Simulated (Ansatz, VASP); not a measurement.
## MgS in VASP and in Ansatz

```
CELL_PARAMETERS angstrom
0.00000 2.83312 2.83312
2.83312 0.00000 2.83312
2.83312 2.83312 0.00000
ATOMIC_POSITIONS crystal
Mg 0.00000 0.00000 0.00000
S 0.25000 0.25000 0.25000
```

Alike in both runs: task single point; functional LDA; k mesh 6 × 6 × 6; occupations gaussian, width 0.1 eV; no spin polarisation.

```csv
,VASP,Ansatz
version,VASP 6.6.1,Ansatz 0.2.0
potentials or method,"VASP PAW LDA potentials, release 64 (Mg, S), cutoff 600 eV","scalar-relativistic, plane waves, PAW"
valence electrons in the cell,8,16
```

Ansatz gave:

- gap on the k mesh at the Fermi level (eV): 3.17
- least direct gap on the mesh (eV): 3.17
- pressure (GPa): -2.2

**Question.** Estimate VASP's values.

**Answer.** gap on the k mesh at the Fermi level (eV): 3.18; least direct gap on the mesh (eV): 3.18; pressure (GPa): -2.5.

LDA's correlation is that of Perdew and Zunger in VASP and of Perdew and Wang (1992) in Ansatz. VASP's potentials hold 8 valence electrons a cell and Ansatz's 16, so a difference there can come from the potentials and not from the codes.
